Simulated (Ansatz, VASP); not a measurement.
ScSi2: VASP beside Ansatz

INCAR

```
ALGO = Normal
EDIFF = 1E-6
ENCUT = 520
GGA = PS
ISIF = 2
ISMEAR = -1
LASPH = T
LCHARG = T
LELF = T
LREAL = F
LVHAR = T
LWAVE = F
NBANDS = 16
NELM = 100
PREC = Accurate
SIGMA = 0.05
```

The input KPOINTS:

```
k-points
0
Gamma
  13 13 11
```

The input POSCAR:

```
ScSi2
1.0
    3.6599987106      0.0000000000      0.0000000000
   -1.8299993553      3.1696518612      0.0000000000
    0.0000000000      0.0000000000      3.9087000000
Sc Si
1 2
Direct
    0.0000000000      0.0000000000      0.0000000000
    0.3333333333      0.6666666667      0.5000000000
    0.6666666667      0.3333333333      0.5000000000
```

Input for Ansatz:

```yaml
crystal:
  lattice:
    - [3.6599987106, 0.0, 0.0]
    - [-1.8299993553, 3.1696518612, 0.0]
    - [0.0, 0.0, 3.9087]
  atoms:
    - { symbol: Sc, position: [0.0, 0.0, 0.0] }
    - { symbol: Si, position: [0.3333333333, 0.6666666667, 0.5] }
    - { symbol: Si, position: [0.6666666667, 0.3333333333, 0.5] }
kpoints:
  mp_grid: { grid: [13, 13, 11] }
  band_path:
    path:
      - [0.0, 0.0, 0.0]
      - [0.5, 0.0, 0.0]
      - [0.3333333333, 0.3333333333, 0.0]
      - [0.0, 0.0, 0.0]
      - [0.0, 0.0, 0.5]
      - [0.5, 0.0, 0.5]
      - [0.3333333333, 0.3333333333, 0.5]
      - [0.0, 0.0, 0.5]
      - [0.5, 0.0, 0.5]
    npoints: 5
scf:
  occupations: { method: fermi_dirac, width: 0.05 }
hamiltonian:
  xc: pbesol
  pseudopotentials: { kind: all_electron, lapw: { basis_error: 0.001 } }
output:
  forces: true
  stress: true
  eigenvalues: true
```

Change from the starting cell: zz strain of +1 %.

Alike in both runs: task single point; functional PBEsol; k mesh 13 × 13 × 11; occupations fermi-dirac, width 0.05 eV; no spin polarisation.

|  | VASP | Ansatz |
| --- | --- | --- |
| version | VASP 6.6.1 | Ansatz 0.2.0 |
| potentials or method | VASP PAW PBE potentials, release 64 (Sc_sv, Si), cutoff 520 eV | all-electron LAPW, scalar-relativistic |

```tsv
	VASP	Ansatz	Ansatz less VASP
pressure (GPa)	21.0	20.6	-0.40
traceless stress, the component that is largest in VASP (GPa)	-25.02	-24.89	+0.135
```

VASP's potentials were made for PBE, not for PBEsol. Ansatz ran all-electron here, and VASP with PAW potentials.
